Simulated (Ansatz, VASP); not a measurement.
# Hf in VASP and in Ansatz

File INCAR:

```
SYSTEM = Hf
PREC     = Accurate       ! precision mode
ENCUT    = 520            ! plane-wave cutoff, eV
EDIFF    = 1E-6           ! SCF threshold, eV
ISMEAR   = -1             ! smearing method
SIGMA    = 0.03           ! smearing width, eV
LREAL    = .False.        ! projectors in reciprocal space
LASPH    = .True.         ! aspherical terms in the spheres
NELM     = 80             ! most SCF steps
ALGO     = Normal         ! electronic algorithm
ISIF     = 2              ! what is computed and relaxed
LWAVE    = .False.        ! write WAVECAR
LCHARG   = .False.        ! write CHGCAR
GGA      = PS             ! functional
NBANDS   = 11             ! bands
```

Contents of KPOINTS:

```
Automatic mesh
0
Gamma
  16 16 16
  0 0 0
```

The input POSCAR:

```
Hf
1.0
    0.0000000000      2.2492138765      2.2492138765
    2.2492138765      0.0000000000      2.2492138765
    2.2492138765      2.2492138765      0.0000000000
Hf
1
Direct
    0.0000000000      0.0000000000      0.0000000000
```

Input for Ansatz:

```yaml
crystal:
  lattice:
    - [0.0, 2.2492138765, 2.2492138765]
    - [2.2492138765, 0.0, 2.2492138765]
    - [2.2492138765, 2.2492138765, 0.0]
  atoms:
    - { symbol: Hf, position: [0.0, 0.0, 0.0] }
kpoints:
  mp_grid: { grid: [16, 16, 16] }
  band_path:
    path:
      - [0.0, 0.0, 0.0]
      - [0.5, 0.0, 0.5]
      - [0.625, 0.25, 0.625]
      - [0.375, 0.375, 0.75]
      - [0.0, 0.0, 0.0]
      - [0.5, 0.5, 0.5]
      - [0.5, 0.25, 0.75]
      - [0.5, 0.0, 0.5]
    npoints: 5
scf:
  occupations: { method: fermi_dirac, width: 0.03 }
hamiltonian:
  xc: pbesol
  pseudopotentials: { kind: all_electron, lapw: { basis_error: 0.00025 } }
output:
  forces: true
  stress: true
  eigenvalues: true
```

Change from the starting cell: volume scaled by 1.04.

Alike in both runs: task single point; functional PBEsol; k mesh 16 × 16 × 16; occupations fermi-dirac, width 0.03 eV; no spin polarisation.

```csv
,VASP,Ansatz
version,VASP 6.6.1,Ansatz 0.2.0
potentials or method,"VASP PAW PBE potentials, release 64 (Hf_pv), cutoff 520 eV","all-electron LAPW, scalar-relativistic"
```

```csv
,VASP,Ansatz,Ansatz less VASP
pressure (GPa),-5.7,-5.3,+0.42
```

VASP's potentials were made for PBE, not for PBEsol. Ansatz ran all-electron here, and VASP with PAW potentials.

Spin-orbit coupling is off throughout.
